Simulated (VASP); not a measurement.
# InP (Cmcm) in VASP: a series of runs, part 2 of 2

VASP 6.6.1.

## (4) Single point, PBE

This run uses another cell than the first one, of 23.16 Å³/atom.

The input, INCAR:

```
SYSTEM = InP
PREC = Accurate
ENCUT = 520
EDIFF = 1E-7
ISMEAR = 0
SIGMA = 0.1
LREAL = .False.
LASPH = .True.
NELM = 80
ALGO = Normal
ISIF = 2
LWAVE = .False.
LCHARG = .False.
GGA = PE
NBANDS = 26
```

The input, KPOINTS:

```
regular mesh
0
Gamma
  6 6 4
  0 0 0
```

The input, POSCAR:

```
InP
1.0
    1.9018428025     -6.4289064089      0.0000000000
    1.9018428025      6.4289064089      0.0000000000
    0.0000000000      0.0000000000      3.7879258097
In P
2 2
Direct
    0.6603349940      0.3396650060      0.7500000000
    0.3396650060      0.6603349940      0.2500000000
    0.8769485577      0.1230514423      0.7500000000
    0.1230514423      0.8769485577      0.2500000000
```

Potentials or basis: VASP PAW PBE potentials, release 64 (In_d, P).

Run with:

```sh
> cat potpaw_PBE.64/In_d/POTCAR potpaw_PBE.64/P/POTCAR > POTCAR
> mpirun -np 1 vasp_std > vasp.out
```

OUTCAR:

```text
SYSTEM = InP
   PREC = Accurate
   ENCUT = 520
   EDIFF = 1E-7
   ISMEAR = 0
   LREAL = .False.
   LASPH = .True.
   NELM = 80
   ISIF = 2
   GGA = PE

 ion  position               nearest neighbor table
   1  0.660  0.340  0.750-   4 2.73   4 2.73   4 2.73   4 2.73   3 2.79   2 3.54   2 3.54   2 3.54
                             2 3.54
   2  0.340  0.660  0.250-   3 2.73   3 2.73   3 2.73   3 2.73   4 2.79   1 3.54   1 3.54   1 3.54
                             1 3.54
   3  0.877  0.123  0.750-   2 2.73   2 2.73   2 2.73   2 2.73   1 2.79
   4  0.123  0.877  0.250-   1 2.73   1 2.73   1 2.73   1 2.73   2 2.79

  LATTYP: Found a base centered orthorhombic cell.
 ALAT       =     3.8036856050
 B/A-ratio  =     3.3803563578
 C/A-ratio  =     0.9958567040

  Lattice vectors:

 A1 = (   1.9018428025,  -6.4289064089,   0.0000000000)
 A2 = (   1.9018428025,   6.4289064089,   0.0000000000)
 A3 = (   0.0000000000,   0.0000000000,   3.7879258097)

Analysis of symmetry for initial positions (statically):
=====================================================================
 Subroutine PRICEL returns:
 Original cell was already a primitive cell.

 Routine SETGRP: Setting up the symmetry group for a
[... 178 lines left out ...]
 cond. band min:       6.2278750745   @ k =   0.3333   0.3333   0.5000
 fundamental gap:      0.0718944237
 Fermi energy:         6.1879652679

 k-point     1 :       0.0000    0.0000    0.0000
  band No.  band energies     occupation
      1      -8.4761      2.00000
      2      -8.2871      2.00000
      3      -8.2255      2.00000
      4      -8.2082      2.00000
      5      -8.2028      2.00000
      6      -8.2028      2.00000
[... 685 lines left out ...]
     25      11.6043      0.00000
     26      13.5355      0.00000

 [... further k-points ...]

------------------------ aborting loop because EDIFF is reached ----------------------------------------

  FORCE on cell =-STRESS in cart. coord.  units (eV):
  Direction    XX          YY          ZZ          XY          YZ          ZX
  --------------------------------------------------------------------------------------
  -------------------------------------------------------------------------------------
  Total        0.0815625     -0.0227659     -0.1443398      0.0000000     -0.0000000      0.0000000
  in kB        1.4107763     -0.3937785     -2.4966254      0.0000000     -0.0000000      0.0000000
  external PRESSURE =      -0.4932092 kB  Pullay stress =       0.0000000 kB

 VOLUME and BASIS-vectors are now :
 -----------------------------------------------------------------------------
  energy-cutoff  :      520.00
  volume of cell :       92.63
      direct lattice vectors                 reciprocal lattice vectors
     1.901842803 -6.428906409  0.000000000     0.262902906 -0.077773725  0.000000000
     1.901842803  6.428906409  0.000000000     0.262902906  0.077773725  0.000000000
     0.000000000  0.000000000  3.787925810     0.000000000  0.000000000  0.263996723

 POSITION                                       TOTAL-FORCE (eV/Angst)
 -----------------------------------------------------------------------------------
      1.90184     -2.06156      2.84094         0.000000      0.001389      0.000000
      1.90184      2.06156      0.94698         0.000000     -0.001389      0.000000
      1.90184     -4.84673      2.84094         0.000000     -0.003998     -0.000000
      1.90184      4.84673      0.94698         0.000000      0.003998      0.000000
 -----------------------------------------------------------------------------------
    total drift:                                0.000000     -0.000000      0.000000

  FREE ENERGIE OF THE ION-ELECTRON SYSTEM (eV)
  ---------------------------------------------------
  free  energy   TOTEN  =       -15.2386967177 eV

  energy  without entropy=      -15.2314634481  energy(sigma->0) =      -15.23508008
```

stdout:

```text
POSCAR found type information on POSCAR InP
 POSCAR found :  2 types and       4 ions
 scaLAPACK will be used
 LDA part: xc-table for (Slater+PW92), standard interpolation
 POSCAR, INCAR and KPOINTS ok, starting setup
 FFT: planning ... GRIDC
 FFT: planning ... GRID_SOFT
 FFT: planning ... GRID
 WAVECAR not read
 entering main loop
```

Run time: 3.2 min. Hardware: 1 thread of Intel Xeon 8259CL, shared host; peak memory 0.29 GiB.

Results:

| Item | Value |
| --- | --- |
| Free energy | -15.2387 eV |
| Pressure | 0.0 GPa |
| Largest force | 0.004 eV/Å |
| Band gap on the k mesh | zero (bands 18 and 19 overlap by 1.11 eV) |

Forces in eV/Å, atoms in the order of the input:
```
In   0.000  0.001  0.000
In   0.000 -0.001  0.000
P    0.000 -0.004  0.000
P    0.000  0.004  0.000
```

Levels at points of the mesh, in eV from the Fermi level:
| k point | band 15 | band 16 | band 17 | band 18 | band 19 | band 20 | band 21 | band 22 |
| --- | --- | --- | --- | --- | --- | --- | --- | --- |
| (0.00, 0.00, 0.00) | -1.69 | -1.39 | -0.99 | -0.56 | -0.03 | 0.66 | 4.46 | 4.76 |
| (0.50, 0.00, 0.00) | -2.11 | -1.37 | 0.11 | 0.46 | 2.90 | 3.09 | 3.17 | 3.60 |
| (0.50, 0.50, 0.00) | -1.93 | -1.61 | -0.96 | -0.68 | -0.65 | 0.80 | 4.17 | 4.87 |
| (0.00, 0.00, 0.50) | -2.39 | -2.39 | 0.27 | 0.27 | 3.26 | 3.26 | 3.90 | 3.90 |
| (0.50, 0.00, 0.50) | -3.59 | -3.59 | -3.36 | -3.36 | -0.35 | -0.35 | 3.59 | 3.59 |
| (0.50, 0.50, 0.50) | -0.92 | -0.92 | 0.21 | 0.21 | 2.03 | 2.03 | 3.17 | 3.17 |

Caveat: the k points lie up to 0.41 Å⁻¹ apart, too coarse for converged energies and pressures of a metal; spin-orbit coupling is left out, which moves the levels of the heavy elements.

## (5) Overview

| cell | k mesh | gap on the mesh (eV) | pressure (GPa) | largest force (eV/Å) |
| --- | --- | --- | --- | --- |
| a = 6.393, b = 6.393, c = 3.912 Å, angles 90.0, 90.0, 145.9°, 4 atoms, atomic positions A | 4 × 4 × 4 | none | 0.0 | 0.01 |
| a = 5.986, b = 5.986, c = 4.174 Å, angles 90.0, 90.0, 136.8°, 4 atoms, atomic positions B | 4 × 4 × 4 | none | -5.4 | 2.22 |
| a = 6.704, b = 6.704, c = 3.788 Å, angles 90.0, 90.0, 147.0°, 4 atoms, atomic positions C | 6 × 6 × 4 | none | 0.0 | - |

Alike in all rows: task single point; level PBE; potentials or basis VASP PAW PBE potentials, release 64 (In_d, P); no spin polarisation; cutoff (eV) 520; smearing gaussian 0.1 eV.

Caveats: all runs use coarse meshes; spin-orbit coupling is left out, which moves the levels of the heavy elements; semilocal functionals underestimate gaps, and a narrow one can read as zero (at least some runs); forces of over 1 eV/Å act on the atoms, so gaps and moduli don't describe the material at rest (at least some runs).

Absolute energies hang on the potentials; compare differences alone.

The gap in the log of VASP goes by the Fermi energy; the results here count the filled bands.